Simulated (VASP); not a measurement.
# Ti12Si in VASP: single point with PBE+D3(BJ)

Aim: the single point of Ti12Si with PBE+D3(BJ).

Everything below comes from runs of VASP 6.6.1. Logs are shortened: lines on timing, memory, paths and dates and some standing lists are left out, and cuts for length are marked.

## Step 1: The cell of the first run

The cell holds a slab with vacuum, 13 atoms: a = 5.710 Å, b = 5.710 Å, c = 21.593 Å, α = 90.00°, β = 90.00°, γ = 120.00°.

## Step 2: Single point, PBE+D3(BJ)

INCAR reads:

```
SYSTEM = Ti12Si
PREC = Accurate
ENCUT = 520
EDIFF = 1E-6
ISMEAR = 0
SIGMA = 0.1
LREAL = .False.
LASPH = .True.
NELM = 60
ALGO = Normal
ISIF = 2
LWAVE = .False.
LCHARG = .False.
LDIPOL = .True.
IDIPOL = 3
DIPOL = 0.5 0.5 0.307
GGA = PE
IVDW = 12
NBANDS = 86
```

KPOINTS reads:

```
Automatic mesh
0
Gamma
  6 6 1
  0 0 0
```

POSCAR reads:

```
Ti12Si
1.0
    5.7099611434      0.0000000000      0.0000000000
   -2.8549805717      4.9449714048      0.0000000000
    0.0000000000      0.0000000000     21.5932633302
Ti Si
12 1
Direct
    0.3333333333      0.1666666667      0.1852429593
    0.3333333333      0.6666666667      0.1852429593
    0.8333333333      0.1666666667      0.1852429593
    0.8333333333      0.6666666667      0.1852429593
    0.1666666667      0.3333333333      0.2894365806
    0.1666666667      0.8333333333      0.2894365806
    0.6666666667      0.3333333333      0.2894365806
    0.6666666667      0.8333333333      0.2894365806
    0.0000000000      0.0000000000      0.3933293083
    0.0000000000      0.5000000000      0.3933293083
    0.5000000000      0.0000000000      0.3933293083
    0.5000000000      0.5000000000      0.3933293083
    0.3333333333      0.1666666667      0.5229993798
```

Potentials or basis: VASP PAW PBE potentials, release 64 (Ti_sv, Si).

Run with:

```console
$ cat potpaw_PBE.64/Ti_sv/POTCAR potpaw_PBE.64/Si/POTCAR > POTCAR
$ mpirun -np 1 vasp_std > vasp.out
```

OUTCAR:

```text
SYSTEM = Ti12Si
   PREC = Accurate
   ENCUT = 520
   EDIFF = 1E-6
   ISMEAR = 0
   LREAL = .False.
   LASPH = .True.
   NELM = 60
   ISIF = 2
   GGA = PE
   IVDW = 12
 IVDW          = 12

 ion  position               nearest neighbor table
   1  0.333  0.167  0.185-   5 2.79   6 2.79   7 2.79   4 2.85   2 2.85   2 2.85   4 2.85   3 2.85
                             3 2.85
   2  0.333  0.667  0.185-   6 2.79   5 2.79   8 2.79   3 2.85   1 2.85   1 2.85   3 2.85   4 2.85
                             4 2.85
   3  0.833  0.167  0.185-   7 2.79   8 2.79   5 2.79   4 2.85   2 2.85   4 2.85   2 2.85   1 2.85
                             1 2.85
   4  0.833  0.667  0.185-   8 2.79   7 2.79   6 2.79   3 2.85   1 2.85   3 2.85   1 2.85   2 2.85
                             2 2.85
   5  0.167  0.333  0.289-   9 2.78  12 2.78  10 2.78   1 2.79   2 2.79   3 2.79   8 2.85   6 2.85
                             6 2.85   8 2.85   7 2.85   7 2.85
   6  0.167  0.833  0.289-  10 2.78  11 2.78   9 2.78   2 2.79   1 2.79   4 2.79   7 2.85   5 2.85
                             5 2.85   7 2.85   8 2.85   8 2.85
   7  0.667  0.333  0.289-  11 2.78  10 2.78  12 2.78   3 2.79   4 2.79   1 2.79   8 2.85   6 2.85
                             8 2.85   6 2.85   5 2.85   5 2.85
   8  0.667  0.833  0.289-  12 2.78   9 2.78  11 2.78   4 2.79   3 2.79   2 2.79   7 2.85   5 2.85
                             7 2.85   5 2.85   6 2.85   6 2.85
   9  0.000  0.000  0.393-   5 2.78   8 2.78   6 2.78  10 2.85  12 2.85  10 2.85  12 2.85  11 2.85
                            11 2.85
  10  0.000  0.500  0.393-   6 2.78   7 2.78   5 2.78   9 2.85  11 2.85   9 2.85  11 2.85  12 2.85
                            12 2.85
  11  0.500  0.000  0.393-   7 2.78   6 2.78   8 2.78  10 2.85  12 2.85  12 2.85  10 2.85   9 2.85
                             9 2.85
  12  0.500  0.500  0.393-   8 2.78   5 2.78   7 2.78   9 2.85  11 2.85  11 2.85   9 2.85  10 2.85
                            10 2.85
  13  0.333  0.167  0.523-

  LATTYP: Found a hexagonal cell.
 ALAT       =     5.7099611434
 C/A-ratio  =     3.7816830602

  Lattice vectors:

 A1 = (   5.7099611434,   0.0000000000,   0.0000000000)
 A2 = (  -2.8549805717,   4.9449714048,   0.0000000000)
 A3 = (   0.0000000000,   0.0000000000,  21.5932633302)

Analysis of symmetry for initial positions (statically):
=====================================================================
 Subroutine PRICEL returns:
 Original cell was already a primitive cell.

 Routine SETGRP: Setting up the symmetry group for a
 hexagonal supercell.

 Subroutine GETGRP returns: Found  6 space group operations
 (whereof  2 operations were pure point group operations)
 out of a pool of 24 trial point group operations.

The static configuration has the point symmetry C_1h.
 The point group associated with its full space group is C_3v.

Analysis of symmetry for dynamics (positions and initial velocities):
=====================================================================
 Subroutine PRICEL returns:
 Original cell was already a primitive cell.

 Routine SETGRP: Setting up the symmetry group for a
 hexagonal supercell.

 Subroutine GETGRP returns: Found  6 space group operations
 (whereof  2 operations were pure point group operations)
 out of a pool of 24 trial point group operations.

The dynamic configuration has the point symmetry C_1h.
 The point group associated with its full space group is C_3v.

 Subroutine INISYM returns: Found  6 space group operations
 (whereof  2 operations are pure point group operations),
 and found     1 'primitive' translations

----------------------------------------------------------------------------------------

                                     Primitive cell

  volume of cell :     609.6986

  direct lattice vectors                    reciprocal lattice vectors
     5.709961143  0.000000000  0.000000000     0.175132540  0.101112819  0.000000000
    -2.854980572  4.944971405  0.000000000     0.000000000  0.202225639  0.000000000
     0.000000000  0.000000000 21.593263330     0.000000000  0.000000000  0.046310740

  length of vectors
     5.709961143  5.709961143 21.593263330     0.202225639  0.202225639  0.046310740

  position of ions in fractional coordinates (direct lattice)
     0.333333333  0.166666667  0.185242959
     0.333333333  0.666666667  0.185242959
     0.833333333  0.166666667  0.185242959
     0.833333333  0.666666667  0.185242959
     0.166666667  0.333333333  0.289436581
     0.166666667  0.833333333  0.289436581
     0.666666667  0.333333333  0.289436581
     0.666666667  0.833333333  0.289436581
     0.000000000  0.000000000  0.393329308
     0.000000000  0.500000000  0.393329308
     0.500000000  0.000000000  0.393329308
     0.500000000  0.500000000  0.393329308
     0.333333333  0.166666667  0.522999380

  ion indices of the primitive-cell ions
   primitive index   ion index
                 1           1
                 2           2
                 3           3
                 4           4
                 5           5
                 6           6
                 7           7
                 8           8
                 9           9
                10          10
                11          11
                12          12
                13          13

----------------------------------------------------------------------------------------

 KPOINTS: Automatic mesh

Automatic generation of k-mesh.
 Grid dimensions read from file:
 generate k-points for:    6    6    1

 Generating k-lattice:

  Cartesian coordinates                     Fractional coordinates (reciprocal lattice)
     0.029188757  0.016852137  0.000000000     0.166666667 -0.000000000  0.000000000
     0.000000000  0.033704273  0.000000000     0.000000000  0.166666667  0.000000000
     0.000000000  0.000000000  0.046310740     0.000000000  0.000000000  1.000000000

  Length of vectors
     0.033704273  0.033704273  0.046310740

  Shift w.r.t. Gamma in fractional coordinates (k-lattice)
     0.000000000  0.000000000  0.000000000

 Subroutine IBZKPT returns following result:
 ===========================================

 Found      7 irreducible k-points:

 Following reciprocal coordinates:
            Coordinates               Weight
  0.000000  0.000000  0.000000      1.000000
  0.166667 -0.000000  0.000000      6.000000
  0.333333  0.000000  0.000000      6.000000
  0.500000  0.000000  0.000000      3.000000
  0.166667  0.166667  0.000000      6.000000
  0.333333  0.166667  0.000000     12.000000
  0.333333  0.333333  0.000000      2.000000
   k-points           NKPTS =      7   k-points in BZ     NKDIM =      7   number of bands    NBANDS=     86
   number of dos      NEDOS =    301   number of ions     NIONS =     13
   total plane-waves  NPLWV = 285768
   dimension x,y,z NGX =    42 NGY =   42 NGZ =  162
   dimension x,y,z NGXF=    84 NGYF=   84 NGZF=  324
   ions per type =              12   1
   NGX,Y,Z   is equivalent  to a cutoff of  12.23, 12.23, 12.47 a.u.
   NGXF,Y,Z  is equivalent  to a cutoff of  24.46, 24.46, 24.94 a.u.
 SYSTEM =  Ti12Si
   PREC   = accura    normal or accurate (medium, high low for compatibility)
   ISTART =      0    job   : 0-new  1-cont  2-samecut
   ICHARG =      2    charge: 1-file 2-atom 10-const
   ISPIN  =      1    spin polarized calculation?
   LNONCOLLINEAR =      F non collinear calculations
   LSORBIT =      F    spin-orbit coupling
   LASPH  =      T    aspherical Exc in radial PAW
   ENCUT  =  520.0 eV  38.22 Ry    6.18 a.u.  10.62 10.62 40.15*2*pi/ulx,y,z
   NELM   =     60;   NELMIN=  2; NELMDL= -5     # of ELM steps
   EDIFF  = 0.1E-05   stopping-criterion for ELM
   LREAL  =      F    real-space projection
[... 7 lines left out ...]
   TEBEG  =    0.0;   TEEND  =   0.0 temperature during run
   PSTRESS=    0.0 pullay stress
   NELECT =     148.0000    total number of electrons
   NUPDOWN=      -1.0000    fix difference up-down
   EMIN   =  10.00;   EMAX   =-10.00  energy-range for DOS
   EFERMI =   0.00;   METHOD = LEGACY
   ISMEAR =     0;   SIGMA  =   0.10  broadening in eV -4-tet -1-fermi 0-gaus
   EFERMI_NEDOS =   21; number of points for ismear=-14 and -15
   IALGO  =     38    algorithm
   IMIX   =      4    mixing-type and parameters
     AMIX     =   0.40;   BMIX     =  1.00
     AMIX_MAG =   1.60;   BMIX_MAG =  1.00
  volume/ion in A,a.u.               =      46.90       316.50
  Fermi-wavevector in a.u.,A,eV,Ry     =   1.021230  1.929845 14.189668  1.042911
  Thomas-Fermi vector in A             =   2.154843
   LORBIT       =      0    0 simple, 1 ext, 2 COOP (PROOUT), +10 PAW based schemes
   GGA     = PE    functional components
   LHFCALC =     F    Hartree Fock is set to
   AEXX    =    0.0000 exact exchange contribution
   IVDW    =    12    specifies the selected vdW correction
   LEPSILON=     F    determine dielectric tensor
   LRPA    =     F    only Hartree local field effects (RPA)
 non-spin polarized calculation
 Gauss-broadening in eV      SIGMA  =   0.10
  energy-cutoff  :      520.00
  volume of cell :      609.70
 maximum number of plane-waves:     16485
   NGX = 21   NGY = 21   NGZ = 81

 dipolmoment           0.000000      0.000000     -0.000067 electrons x Angstroem

 number of electron     147.9999946 magnetization

 dipolmoment           0.000000      0.000000      0.022046 electrons x Angstroem

 Free energy of the ion-electron system (eV)
  ---------------------------------------------------
  ext. energy  EPLUGINS =         0.00000000
  ---------------------------------------------------
  free energy    TOTEN  =       -90.65588460 eV

  energy without entropy =      -90.54061698  energy(sigma->0) =      -90.59825079

 E-fermi :   0.1911     XC(G=0):  -5.2298

 val. band max:        0.1787219328   @ k =   0.5000   0.0000   0.0000
 cond. band min:       0.2165736822   @ k =   0.3333   0.1667   0.0000
 fundamental gap:      0.0378517493
 Fermi energy:         0.1911448192

 k-point     1 :       0.0000    0.0000    0.0000
  band No.  band energies     occupation
      1     -56.6293      2.00000
      2     -56.5780      2.00000
      3     -56.5270      2.00000
      4     -56.5173      2.00000
      5     -56.5173      2.00000
      6     -56.4728      2.00000
[... 78 lines left out ...]
     85       1.1498      0.00000
     86       1.1501      0.00000

 k-point     2 :       0.1667   -0.0000    0.0000
  band No.  band energies     occupation
      1     -56.6221      2.00000
      2     -56.5710      2.00000
      3     -56.5308      2.00000
      4     -56.5208      2.00000
      5     -56.5173      2.00000
      6     -56.4789      2.00000
[... 434 lines left out ...]
     85       0.9284      0.00000
     86       1.0788      0.00000

 k-point     7 :       0.3333    0.3333    0.0000
  band No.  band energies     occupation
      1     -56.5687      2.00000
      2     -56.5582      2.00000
      3     -56.5579      2.00000
      4     -56.5136      2.00000
      5     -56.5134      2.00000
      6     -56.5077      2.00000
[... 78 lines left out ...]
     85       0.8346      0.00000
     86       1.1248      0.00000

------------------------ aborting loop because EDIFF is reached ----------------------------------------

 vacuum level on the upper side and lower side of the slab       (xc-potential included)        -0.120        -0.247

 Edisp (eV)   -5.57068

 E8    (eV) :    -2.7376

  FORCE on cell =-STRESS in cart. coord.  units (eV):
  Direction    XX          YY          ZZ          XY          YZ          ZX
  --------------------------------------------------------------------------------------
  -------------------------------------------------------------------------------------
  Total      -3.37683    -3.37683    -6.02451     0.00000     0.00000     0.00000
  in kB      -8.87369    -8.87369   -15.83131     0.00000     0.00000     0.00000
  external pressure =      -11.19 kB  Pullay stress =        0.00 kB

 VOLUME and BASIS-vectors are now :
 -----------------------------------------------------------------------------
  energy-cutoff  :      520.00
  volume of cell :      609.70
      direct lattice vectors                 reciprocal lattice vectors
     5.709961143  0.000000000  0.000000000     0.175132540  0.101112819  0.000000000
    -2.854980572  4.944971405  0.000000000     0.000000000  0.202225639  0.000000000
     0.000000000  0.000000000 21.593263330     0.000000000  0.000000000  0.046310740

 POSITION                                       TOTAL-FORCE (eV/Angst)
 -----------------------------------------------------------------------------------
      1.42749      0.82416      4.00000        -0.000000     -0.000000      0.047772
     -0.00000      3.29665      4.00000        -0.024077     -0.013901      0.065406
      4.28247      0.82416      4.00000        -0.000000      0.027802      0.065406
      2.85498      3.29665      4.00000         0.024077     -0.013901      0.065406
      0.00000      1.64832      6.24988        -0.080816      0.046659     -0.224834
     -1.42749      4.12081      6.24988         0.000000     -0.093318     -0.224834
      2.85498      1.64832      6.24988         0.080816      0.046659     -0.224834
      1.42749      4.12081      6.24988        -0.000000      0.000000     -0.257210
      0.00000      0.00000      8.49326         0.456195      0.263384      0.806052
     -1.42749      2.47249      8.49326        -0.000000      0.000000      0.734424
      2.85498      0.00000      8.49326        -0.456195      0.263384      0.806052
      1.42749      2.47249      8.49326        -0.000000     -0.526769      0.806052
      1.42749      0.82416     11.29326         0.000000      0.000000     -2.464860
 -----------------------------------------------------------------------------------
    total drift:                               -0.000006      0.000004     -0.001070

  FREE ENERGIE OF THE ION-ELECTRON SYSTEM (eV)
  ---------------------------------------------------
  free  energy   TOTEN  =       -96.2265649455 eV

  energy  without entropy=      -96.1112973226  energy(sigma->0) =      -96.16893113

 vacuum level on the upper side and lower side of the slab         4.811         4.688
```

It took 32 min on 1 thread of Intel Xeon 8259CL, shared host; peak memory 0.73 GiB.

What came out:

```yaml
Free_energy: -96.2266 eV
Largest_force: 2.465 eV/Å
Band_gap_on_the_k_mesh: zero (bands 74 and 75 overlap by 0.71 eV)
Dispersion_energy_per_atom: -0.429 eV
```

Forces in eV/Å, atoms in the order of the input:
```
Ti   0.000  0.000  0.048
Ti  -0.024 -0.014  0.065
Ti   0.000  0.028  0.065
Ti   0.024 -0.014  0.065
Ti  -0.081  0.047 -0.225
Ti   0.000 -0.093 -0.225
Ti   0.081  0.047 -0.225
Ti   0.000  0.000 -0.257
Ti   0.456  0.263  0.806
Ti   0.000  0.000  0.734
Ti  -0.456  0.263  0.806
Ti   0.000 -0.527  0.806
Si   0.000  0.000 -2.465
```

The gap in the log of VASP goes by the Fermi energy; the results here count the filled bands.